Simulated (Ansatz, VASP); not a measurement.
## Two plane-wave programs on Sr2Ru

The input INCAR:

```
PREC = Accurate
ENCUT = 600
EDIFF = 1E-6
ISMEAR = 0
SIGMA = 0.1
LREAL = F
LASPH = T
NELM = 80
ALGO = Normal
ISIF = 3
LWAVE = F
LCHARG = F
GGA = PE
IBRION = 2
NSW = 90
EDIFFG = -0.04
```

The input KPOINTS:

```
Automatic mesh
0
Gamma
  6 6 2
```

The input POSCAR:

```
Sr2Ru
1.0
    4.0971918300      0.0000000000      0.0000000000
   -2.0485959100      3.5482722000      0.0000000000
    0.0000000000      0.0000000000      8.7149565900
Sr Ru
2 1
Direct
    0.3333333300      0.6666666700      0.2977652700
    0.6666666700      0.3333333300      0.7022347300
    0.0000000000      0.0000000000      0.0000000000
```

Input for Ansatz:

```yaml
crystal:
  lattice:
    - [4.09719183, 0.0, 0.0]
    - [-2.04859591, 3.5482722, 0.0]
    - [0.0, 0.0, 8.71495659]
  atoms:
    - { symbol: Sr, position: [0.33333333, 0.66666667, 0.29776527] }
    - { symbol: Sr, position: [0.66666667, 0.33333333, 0.70223473] }
    - { symbol: Ru, position: [0.0, 0.0, 0.0] }
basis:
  ecutwfc: 420
kpoints:
  mp_grid: { grid: [6, 6, 2] }
hamiltonian:
  xc: pbe
scf:
  occupations: { method: gaussian, width: 0.1 }
  lower_state_search: "off"
output:
  forces: true
  stress: true
  eigenvalues: true
relax:
  adjacent_minimum: "off"
  f_tol: 0.04
  max_steps: 70
  cell: { stress_tol: 0.4 }
```

Alike in both runs: task relaxation of cell and atoms; functional PBE; k mesh 6 × 6 × 2; occupations gaussian, width 0.1 eV; no spin polarisation.

|  | VASP | Ansatz |
| --- | --- | --- |
| version | VASP 6.6.1 | Ansatz 0.2.0 |
| potentials or method | VASP PAW PBE potentials, release 64 (Sr_sv, Ru_pv), cutoff 600 eV | scalar-relativistic, plane waves, PAW |
| valence electrons in the cell | 34 | 36 |

VASP gave:

```
gap on the k mesh at the Fermi level, each at its own relaxed structure (eV) : none
relaxed volume (Å³/atom)                                                     : 34.60
relaxed cell length with the largest relative difference (Å)                 : 3.836
```

**Question.** What did Ansatz give for the same quantities?

**Answer.** gap on the k mesh at the Fermi level, each at its own relaxed structure (eV): none; relaxed volume (Å³/atom): 34.80; relaxed cell length with the largest relative difference (Å): 3.858.

A gap of «none» marks a metal or a gap that the smearing closes. VASP's potentials hold 34 valence electrons a cell and Ansatz's 36, so a difference there can come from the potentials and not from the codes.

The k mesh is coarse, so the values compare programs but aren't converged. Noted on VASP's run: the volume moved by over 15 % at a fixed basis, so the end points are rough.
